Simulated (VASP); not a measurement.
Input of a VASP 6.6.1 run:

The input POSCAR:

```
SiC
1.0
    3.0759982064      0.0000000000      0.0000000000
   -1.5379991032      2.6638925888      0.0000000000
    0.0000000000      0.0000000000      5.0480000000
Si C
2 2
Direct
    0.3614876217      0.7229752433      0.0000000000
    0.6385123783      0.2770247567      0.5000000000
    0.3080015041      0.6160030082      0.3850000000
    0.6919984959      0.3839969918      0.8850000000
```

INCAR.step1

```
SYSTEM = SiC
PREC = Accurate
ENCUT = 520
ISMEAR = 0
SIGMA = 0.05
LREAL = .FALSE.
LASPH = .TRUE.
NELM = 60
NBANDS = 16
GGA = PE
ALGO = Normal
EDIFF = 1E-4
LWAVE = .TRUE.
LCHARG = .FALSE.
```

Contents of INCAR.step2:

```
SYSTEM = SiC
PREC = Accurate
ENCUT = 520
EDIFF = 1E-6
ISMEAR = 0
SIGMA = 0.05
LREAL = .FALSE.
LASPH = .TRUE.
NELM = 60
ALGO = Normal
ISIF = 2
LWAVE = .FALSE.
LCHARG = .FALSE.
METAGGA = R2SCAN
LMIXTAU = .TRUE.
NBANDS = 16
ISTART = 1
```

The input KPOINTS:

```
Automatic mesh
0
G
  12 12 6
  0 0 0
```

Potentials or basis: VASP PAW PBE potentials, release 64 (Si, C).

Run with:

```sh
$ cat potpaw_PBE.64/Si/POTCAR potpaw_PBE.64/C/POTCAR > POTCAR
$ cp INCAR.step1 INCAR
$ mpirun -np 1 vasp_std > vasp.out
$ cp INCAR.step2 INCAR
$ mpirun -np 1 vasp_std > vasp.out
```

What does it give for the largest force?

1.444 eV/Å.

What does it give for the pressure?

-0.3 GPa.

Estimate the band gap on the k mesh.

2.40 eV (least direct gap 4.69 eV).

Forces in eV/Å, atoms in the order of the input:
```
Si   0.000 -1.215  0.781
Si   0.000  1.215  0.781
C    0.000  0.444 -0.781
C    0.000 -0.444 -0.781
```

Caveat: the cell differs from its parent crystal (atoms displaced along a vibrational mode); the PAW data sets were made with another functional, which shifts forces and pressure a little. A k mesh can miss the band edges.
